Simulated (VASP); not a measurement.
# GaBiSe3 (R3m) in VASP: notebook

The runs below take GaBiSe3 through single point, relaxation of cell and atoms, with PBE.

Everything below comes from runs of VASP 6.6.1. Logs are shortened: lines on timing, memory, paths and dates and some standing lists are left out, and cuts for length are marked.

### 1 The cell of the first run

The structure is trigonal, space group R3m (No. 160). Conventional cell: a = 4.000 Å, b = 4.000 Å, c = 28.416 Å, α = 90.00°, β = 90.00°, γ = 120.00°. Within 3.4 Å of Ga (site symmetry 3m) lie 6 Se at 2.59 to 2.85 Å. Bi (site symmetry 3m) has 6 Se at 2.83 to 3.08 Å within 3.7 Å. Within 3.4 Å of Se (site symmetry 3m) lie 3 Ga at 2.59 Å. Se (site symmetry 3m) has 3 Ga at 2.85 Å and 3 Bi at 3.08 Å and 3 Se at 3.66 Å within 3.8 Å. Se (site symmetry 3m) has 3 Bi at 2.83 Å and 3 Se at 3.74 Å within 3.8 Å.

### 2 Single point, PBE

INCAR reads:

```
ALGO = Normal
EDIFF = 1E-7
ENCUT = 520
GGA = PE
ISIF = 2
ISMEAR = 0
LASPH = True
LCHARG = False
LREAL = False
LWAVE = False
NBANDS = 31
NELM = 80
PREC = Accurate
SIGMA = 0.15
```

KPOINTS reads:

```
k-points
0
Gamma
  4 4 4
```

POSCAR reads:

```
GaBiSe3
1.0
    1.9999037560      1.1546449719      9.4719086354
   -1.9999037560      1.1546449719      9.4719086354
    0.0000000000     -2.3092899437      9.4719086354
Ga Bi Se
1 1 3
Direct
    0.8115623821      0.8115623821      0.8115623821
    0.6086437198      0.6086437198      0.6086437198
    0.4367830350      0.4367830350      0.4367830350
    0.2034782144      0.2034782144      0.2034782144
   -0.0002673513     -0.0002673513     -0.0002673513
```

Potentials or basis: VASP PAW PBE potentials, release 64 (Ga_d, Bi_d, Se).

Command:

```
$ cat potpaw_PBE.64/Ga_d/POTCAR potpaw_PBE.64/Bi_d/POTCAR potpaw_PBE.64/Se/POTCAR > POTCAR
$ mpirun -np 1 vasp_std > vasp.out
```

OUTCAR:

```text
EDIFF = 1E-7
   ENCUT = 520
   GGA = PE
   ISIF = 2
   ISMEAR = 0
   LASPH = True
   LREAL = False
   NELM = 80
   PREC = Accurate

 ion  position               nearest neighbor table
   1  0.812  0.812  0.812-   3 2.59   3 2.59   3 2.59   4 2.85   4 2.85   4 2.85
   2  0.609  0.609  0.609-   5 2.83   5 2.83   5 2.83   4 3.08   4 3.08   4 3.08
   3  0.437  0.437  0.437-   1 2.59   1 2.59   1 2.59
   4  0.203  0.203  0.203-   1 2.85   1 2.85   1 2.85   2 3.08   2 3.08   2 3.08
   5  1.000  1.000  1.000-   2 2.83   2 2.83   2 2.83

  LATTYP: Found a trigonal (rhomboedric) cell.
 ALAT       =     9.7493524524
 COS(alpha) =     0.9158417598

  Lattice vectors:

 A1 = (   1.9999037560,   1.1546449719,   9.4719086354)
 A2 = (  -1.9999037560,   1.1546449719,   9.4719086354)
 A3 = (   0.0000000000,  -2.3092899437,   9.4719086354)

Analysis of symmetry for initial positions (statically):
=====================================================================
 Subroutine PRICEL returns:
 Original cell was already a primitive cell.

 Routine SETGRP: Setting up the symmetry group for a
 trigonal (rhombohedral) supercell.

 Subroutine GETGRP returns: Found  6 space group operations
 (whereof  6 operations were pure point group operations)
 out of a pool of 12 trial point group operations.

The static configuration has the point symmetry C_3v.

Analysis of symmetry for dynamics (positions and initial velocities):
=====================================================================
 Subroutine PRICEL returns:
 Original cell was already a primitive cell.

 Routine SETGRP: Setting up the symmetry group for a
 trigonal (rhombohedral) supercell.

 Subroutine GETGRP returns: Found  6 space group operations
 (whereof  6 operations were pure point group operations)
 out of a pool of 12 trial point group operations.

The dynamic configuration has the point symmetry C_3v.

 Subroutine INISYM returns: Found  6 space group operations
 (whereof  6 operations are pure point group operations),
 and found     1 'primitive' translations

----------------------------------------------------------------------------------------

                                     Primitive cell

  volume of cell :     131.2340

  direct lattice vectors                    reciprocal lattice vectors
     1.999903756  1.154644972  9.471908635     0.250012031  0.144344513  0.035191781
    -1.999903756  1.154644972  9.471908635    -0.250012031  0.144344513  0.035191781
     0.000000000 -2.309289944  9.471908635     0.000000000 -0.288689027  0.035191781

  length of vectors
     9.749352452  9.749352452  9.749352452     0.290826092  0.290826092  0.290826092

  position of ions in fractional coordinates (direct lattice)
     0.811562382  0.811562382  0.811562382
     0.608643720  0.608643720  0.608643720
     0.436783035  0.436783035  0.436783035
     0.203478214  0.203478214  0.203478214
     0.999732649  0.999732649  0.999732649

  ion indices of the primitive-cell ions
   primitive index   ion index
                 1           1
                 2           2
                 3           3
                 4           4
                 5           5

----------------------------------------------------------------------------------------

 KPOINTS: k-points

Automatic generation of k-mesh.
 Grid dimensions read from file:
 generate k-points for:    4    4    4

 Generating k-lattice:

  Cartesian coordinates                     Fractional coordinates (reciprocal lattice)
     0.062503008  0.036086128  0.008797945     0.250000000 -0.000000000  0.000000000
    -0.062503008  0.036086128  0.008797945    -0.000000000  0.250000000  0.000000000
     0.000000000 -0.072172257  0.008797945     0.000000000  0.000000000  0.250000000

  Length of vectors
     0.072706523  0.072706523  0.072706523

  Shift w.r.t. Gamma in fractional coordinates (k-lattice)
     0.000000000  0.000000000  0.000000000

 Subroutine IBZKPT returns following result:
 ===========================================

 Found     13 irreducible k-points:

 Following reciprocal coordinates:
            Coordinates               Weight
  0.000000  0.000000  0.000000      1.000000
  0.250000 -0.000000  0.000000      6.000000
  0.500000 -0.000000  0.000000      3.000000
  0.250000  0.250000  0.000000      6.000000
  0.500000  0.250000 -0.000000     12.000000
 -0.250000  0.250000  0.000000      6.000000
  0.500000  0.500000  0.000000      3.000000
  0.250000  0.250000  0.250000      2.000000
  0.500000  0.250000  0.250000      6.000000
 -0.250000  0.250000  0.250000      6.000000
  0.500000  0.500000  0.250000      6.000000
 -0.250000  0.500000  0.250000      6.000000
  0.500000  0.500000  0.500000      1.000000
   k-points           NKPTS =     13   k-points in BZ     NKDIM =     13   number of bands    NBANDS=     31
   number of dos      NEDOS =    301   number of ions     NIONS =      5
   total plane-waves  NPLWV = 512000
   dimension x,y,z NGX =    80 NGY =   80 NGZ =   80
   dimension x,y,z NGXF=   160 NGYF=  160 NGZF=  160
   ions per type =               1   1   3
   NGX,Y,Z   is equivalent  to a cutoff of  13.64, 13.64, 13.64 a.u.
   NGXF,Y,Z  is equivalent  to a cutoff of  27.28, 27.28, 27.28 a.u.
 SYSTEM =  unknown system
   PREC   = accura    normal or accurate (medium, high low for compatibility)
   ISTART =      0    job   : 0-new  1-cont  2-samecut
   ICHARG =      2    charge: 1-file 2-atom 10-const
   ISPIN  =      1    spin polarized calculation?
   LNONCOLLINEAR =      F non collinear calculations
   LSORBIT =      F    spin-orbit coupling
   LASPH  =      T    aspherical Exc in radial PAW
   ENCUT  =  520.0 eV  38.22 Ry    6.18 a.u.  18.13 18.13 18.13*2*pi/ulx,y,z
   NELM   =     80;   NELMIN=  2; NELMDL= -5     # of ELM steps
   EDIFF  = 0.1E-06   stopping-criterion for ELM
   LREAL  =      F    real-space projection
   EDIFFG = 0.1E-05   stopping-criterion for IOM
   NSW    =      0    number of steps for IOM
   IBRION =     -1    ionic relax: 0-MD 1-quasi-New 2-CG
   NFREE  =      0    steps in history (QN), initial steepest desc. (CG)
   ISIF   =      2    stress and relaxation
   ISYM   =      2    0-nonsym 1-usesym 2-fastsym
   POTIM  = 0.5000    time-step for ionic-motion
   TEBEG  =    0.0;   TEEND  =   0.0 temperature during run
   PSTRESS=    0.0 pullay stress
   NELECT =      46.0000    total number of electrons
   NUPDOWN=      -1.0000    fix difference up-down
   EMIN   =  10.00;   EMAX   =-10.00  energy-range for DOS
   EFERMI =   0.00;   METHOD = LEGACY
   ISMEAR =     0;   SIGMA  =   0.15  broadening in eV -4-tet -1-fermi 0-gaus
   EFERMI_NEDOS =   21; number of points for ismear=-14 and -15
   IALGO  =     38    algorithm
   IMIX   =      4    mixing-type and parameters
     AMIX     =   0.40;   BMIX     =  1.00
     AMIX_MAG =   1.60;   BMIX_MAG =  1.00
  volume/ion in A,a.u.               =      26.25       177.12
  Fermi-wavevector in a.u.,A,eV,Ry     =   1.154282  2.181277 18.127959  1.332367
  Thomas-Fermi vector in A             =   2.290920
   LORBIT       =      0    0 simple, 1 ext, 2 COOP (PROOUT), +10 PAW based schemes
   GGA     = PE    functional components
   LHFCALC =     F    Hartree Fock is set to
   AEXX    =    0.0000 exact exchange contribution
   IVDW    =     0    specifies the selected vdW correction
   LEPSILON=     F    determine dielectric tensor
   LRPA    =     F    only Hartree local field effects (RPA)
 non-spin polarized calculation
 Gauss-broadening in eV      SIGMA  =   0.15
  energy-cutoff  :      520.00
  volume of cell :      131.23
 maximum number of plane-waves:      3563
 NGX is ok and might be reduce to    80
   NGX = 37   NGY = 37   NGZ = 37

 number of electron      46.0000000 magnetization

 Free energy of the ion-electron system (eV)
  ---------------------------------------------------
  ext. energy  EPLUGINS =         0.00000000
  ---------------------------------------------------
  free energy    TOTEN  =       -19.11272237 eV

  energy without entropy =      -19.11247547  energy(sigma->0) =      -19.11259892

 E-fermi :   4.2632     XC(G=0):  -9.4761

 val. band max:        4.0266647089   @ k =   0.5000   0.5000   0.5000
 cond. band min:       4.5686720403   @ k =  -0.2500   0.2500   0.2500
 fundamental gap:      0.5420073314
 Fermi energy:         4.2632071057

 k-point     1 :       0.0000    0.0000    0.0000
  band No.  band energies     occupation
      1     -18.9510      2.00000
      2     -18.9510      2.00000
      3     -18.9348      2.00000
      4     -18.9186      2.00000
      5     -18.9186      2.00000
      6     -10.8384      2.00000
[... 23 lines left out ...]
     30       8.6844      0.00000
     31      10.7154      0.00000

 k-point     2 :       0.2500   -0.0000    0.0000
  band No.  band energies     occupation
      1     -18.9592      2.00000
      2     -18.9327      2.00000
      3     -18.9310      2.00000
      4     -18.9217      2.00000
      5     -18.9200      2.00000
      6     -10.8992      2.00000
[... 23 lines left out ...]
     30       9.5894      0.00000
     31      10.3615      0.00000

 k-point     3 :       0.5000   -0.0000    0.0000
  band No.  band energies     occupation
      1     -18.9707      2.00000
      2     -18.9405      2.00000
      3     -18.9261      2.00000
      4     -18.9097      2.00000
      5     -18.9082      2.00000
      6     -10.9520      2.00000
[... 23 lines left out ...]
     30      10.6415      0.00000
     31      10.9607      0.00000

 k-point     4 :       0.2500    0.2500    0.0000
  band No.  band energies     occupation
      1     -18.9592      2.00000
      2     -18.9327      2.00000
      3     -18.9310      2.00000
      4     -18.9217      2.00000
      5     -18.9200      2.00000
      6     -10.8995      2.00000
[... 261 lines left out ...]
     30       9.7343      0.00000
     31       9.9721      0.00000

 k-point    12 :      -0.2500    0.5000    0.2500
  band No.  band energies     occupation
      1     -18.9569      2.00000
      2     -18.9342      2.00000
      3     -18.9324      2.00000
      4     -18.9231      2.00000
      5     -18.9086      2.00000
      6     -10.9294      2.00000
[... 23 lines left out ...]
     30      10.5681      0.00000
     31      10.6532      0.00000

 k-point    13 :       0.5000    0.5000    0.5000
  band No.  band energies     occupation
      1     -18.9509      2.00000
      2     -18.9509      2.00000
      3     -18.9348      2.00000
      4     -18.9186      2.00000
      5     -18.9186      2.00000
      6     -10.8384      2.00000
[... 23 lines left out ...]
     30       8.5484      0.00000
     31      10.6577      0.00000

------------------------ aborting loop because EDIFF is reached ----------------------------------------

  FORCE on cell =-STRESS in cart. coord.  units (eV):
  Direction    XX          YY          ZZ          XY          YZ          ZX
  --------------------------------------------------------------------------------------
  -------------------------------------------------------------------------------------
  Total        0.0131241      0.0131241      0.2480631      0.0000000      0.0000000      0.0000000
  in kB        0.1602268      0.1602268      3.0284918      0.0000000      0.0000000      0.0000000
  external PRESSURE =       1.1163151 kB  Pullay stress =       0.0000000 kB

 VOLUME and BASIS-vectors are now :
 -----------------------------------------------------------------------------
  energy-cutoff  :      520.00
  volume of cell :      131.23
      direct lattice vectors                 reciprocal lattice vectors
     1.999903756  1.154644972  9.471908635     0.250012031  0.144344513  0.035191781
    -1.999903756  1.154644972  9.471908635    -0.250012031  0.144344513  0.035191781
     0.000000000 -2.309289944  9.471908635     0.000000000 -0.288689027  0.035191781

 POSITION                                       TOTAL-FORCE (eV/Angst)
 -----------------------------------------------------------------------------------
      0.00000      0.00000     23.06113         0.000000      0.000000      0.047737
      0.00000      0.00000     17.29505         0.000000     -0.000000     -0.051049
      0.00000      0.00000     12.41151         0.000000     -0.000000     -0.042453
      0.00000      0.00000      5.78198         0.000000     -0.000000     -0.009453
      0.00000      0.00000     28.40813         0.000000      0.000000      0.055218
 -----------------------------------------------------------------------------------
    total drift:                               -0.000000      0.000000     -0.000458

  FREE ENERGIE OF THE ION-ELECTRON SYSTEM (eV)
  ---------------------------------------------------
  free  energy   TOTEN  =       -19.1127223710 eV

  energy  without entropy=      -19.1124754656  energy(sigma->0) =      -19.11259892
```

Run time: 13 min. Hardware: 1 thread of AMD EPYC 7R43 (Zen 3), shared host; peak memory 0.85 GiB.

What came out:

```
Free energy            : -19.1127 eV
Pressure               : 0.1 GPa
Largest force          : 0.055 eV/Å
Band gap on the k mesh : 0.54 eV (least direct gap 0.69 eV)
```

Forces on the atoms (eV/Å):
```
Ga   0.000  0.000  0.048
Bi   0.000  0.000 -0.051
Se   0.000  0.000 -0.042
Se   0.000  0.000 -0.009
Se   0.000  0.000  0.055
```

Levels at points of the mesh, in eV from the valence-band top:
```tsv
k point	band 20	band 21	band 22	band 23	band 24	band 25	band 26	band 27
(0.00, 0.00, 0.00)	-1.12	-0.99	-0.88	-0.88	1.12	1.71	2.32	2.32
(0.50, 0.00, 0.00)	-2.45	-2.00	-1.15	-0.83	0.73	1.85	2.83	3.67
(0.50, 0.50, 0.00)	-2.18	-1.33	-1.07	-1.00	0.60	1.98	2.99	3.10
(0.50, 0.50, 0.50)	-1.11	-0.92	-0.92	0.00	0.69	1.79	2.39	2.39
```

Caveat: the k points lie up to 0.46 Å⁻¹ apart; spin-orbit coupling is left out, which moves the levels of the heavy elements. A k mesh can miss the band edges.

### 3 Relaxation of cell and atoms, PBE

This run uses another cell than the first one, of 25.87 Å³/atom.

INCAR reads:

```
SYSTEM = GaBiSe3
PREC = Accurate
ENCUT = 600
EDIFF = 1E-6
ISMEAR = 0
SIGMA = 0.15
LREAL = .FALSE.
LASPH = .TRUE.
NELM = 60
ALGO = Normal
ISIF = 3
LWAVE = .FALSE.
LCHARG = .FALSE.
GGA = PE
IBRION = 2
NSW = 36
EDIFFG = -0.08
```

KPOINTS reads:

```
Automatic mesh
0
G
  4 4 4
  0 0 0
```

POSCAR reads:

```
GaBiSe3
1.0
    2.0000000000      1.1547005400      9.3333333300
   -2.0000000000      1.1547005400      9.3333333300
    0.0000000000     -2.3094010800      9.3333333300
Ga Bi Se
1 1 3
Direct
    0.8120000000      0.8120000000      0.8120000000
    0.6067000000      0.6067000000      0.6067000000
    0.4392000000      0.4392000000      0.4392000000
    0.2023000000      0.2023000000      0.2023000000
    0.0000000000      0.0000000000      0.0000000000
```

Potentials or basis: VASP PAW PBE potentials, release 64 (Ga_d, Bi_d, Se).

Command:

```
$ cat potpaw_PBE.64/Ga_d/POTCAR potpaw_PBE.64/Bi_d/POTCAR potpaw_PBE.64/Se/POTCAR > POTCAR
$ mpirun -np 1 vasp_std > vasp.out
```

Wall time 34 min (1 thread of AMD EPYC 7R43 (Zen 3), shared host); peak memory 0.98 GiB.

It converged, with:

| Item | Value |
| --- | --- |
| Free energy | -19.1121 eV |
| Relaxed volume | 26.46 Å³/atom |
| Relaxed cell | a = 9.805 Å, b = 9.805 Å, c = 9.805 Å, α = 23.56°, β = 23.56°, γ = 23.56° |
| Space group after relaxing (to 0.1 Å) | R3m (No. 160) |
| Energy gained by relaxing | 9.2 meV/atom |
| Ionic steps | 4 |
| Pressure after relaxing | -0.1 GPa |
| Largest force after relaxing | 0.073 eV/Å |
| Band gap on the k mesh | 0.57 eV (least direct gap 0.69 eV) |

Forces on the atoms (eV/Å):
```
Ga   0.000  0.000 -0.022
Bi   0.000  0.000 -0.063
Se   0.000  0.000 -0.031
Se   0.000  0.000  0.073
Se   0.000  0.000  0.042
```

Stress tensor (GPa, compression positive):
```
-0.21  0.00  0.00
 0.00 -0.21  0.00
 0.00  0.00  0.18
```

The path:
```
step  energy change (eV)  largest force (eV/Å)  pressure (GPa)  volume (Å³)
   1              0.0000                0.5492            1.12       129.33
   2             -0.0333                0.2747           -0.44       132.75
   3             -0.0342                0.2499           -0.71       133.42
   4             -0.0460                0.0730           -0.08       132.32
```

Final structure:
```xyz
5
Lattice="2.0021 1.1559 9.5291 -2.0021 1.1559 9.5291 0.0000 -2.3119 9.5291" Properties=species:S:1:pos:R:3 pbc="T T T"
Ga    0.0000    0.0000   23.2213
Bi    0.0000    0.0000   17.3900
Se    0.0000    0.0000   12.5081
Se    0.0000    0.0000    5.8054
Se    0.0000    0.0000   28.5578
```

Levels at points of the mesh, in eV from the valence-band top:
```tsv
k point	band 21	band 22	band 23	band 24	band 25	band 26
(0.00, 0.00, 0.00)	-0.96	-0.88	-0.88	1.11	1.75	2.32
(0.50, 0.00, 0.00)	-1.95	-1.09	-0.80	0.74	1.86	2.85
(0.50, 0.50, 0.00)	-1.31	-1.02	-0.98	0.63	1.98	3.01
(0.50, 0.50, 0.50)	-0.92	-0.92	0.00	0.69	1.82	2.39
```

Caveat: the k points lie up to 0.46 Å⁻¹ apart in the final cell; spin-orbit coupling is left out, which moves the levels of the heavy elements; the relaxation stopped at a loose force limit of 0.08 eV/Å, so its end isn't a converged minimum. A k mesh can miss the band edges.
